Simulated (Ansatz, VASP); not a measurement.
One calculation of ScAl4As, two programs

```xyz
6
Lattice="0.0000 3.7925 3.7925 3.7925 0.0000 3.7925 3.7925 3.7925 0.0000" Properties=species:S:1:pos:R:3 pbc="T T T"
Sc    3.7925    3.7925    3.7925
Al    0.7373    0.7373    0.7373
Al    3.0552    3.0552    0.7373
Al    3.0552    0.7373    3.0552
Al    0.7373    3.0552    3.0552
As    1.8963    1.8963    1.8963
```

Alike in both runs: task single point; functional PBE; k mesh 4 × 4 × 4; occupations gaussian, width 0.1 eV; no spin polarisation.

```csv
,VASP,Ansatz
version,VASP 6.6.1,Ansatz 0.2.0
potentials or method,"VASP PAW PBE potentials, release 64 (Sc_sv, Al, As), cutoff 520 eV","scalar-relativistic, plane waves, PAW"
valence electrons in the cell,28,38
```

Ansatz gave:

* gap on the k mesh at the Fermi level (eV): none
* rms of the force components (eV/Å): 2.083

**Question.** Estimate VASP's values.

**Answer.** gap on the k mesh at the Fermi level (eV): none; rms of the force components (eV/Å): 2.086.

Atom by atom the forces differ by 0.003 eV/Å (rms over components). A gap of «none» marks a metal or a gap that the smearing closes. VASP's potentials hold 28 valence electrons a cell and Ansatz's 38, so a difference there can come from the potentials and not from the codes.
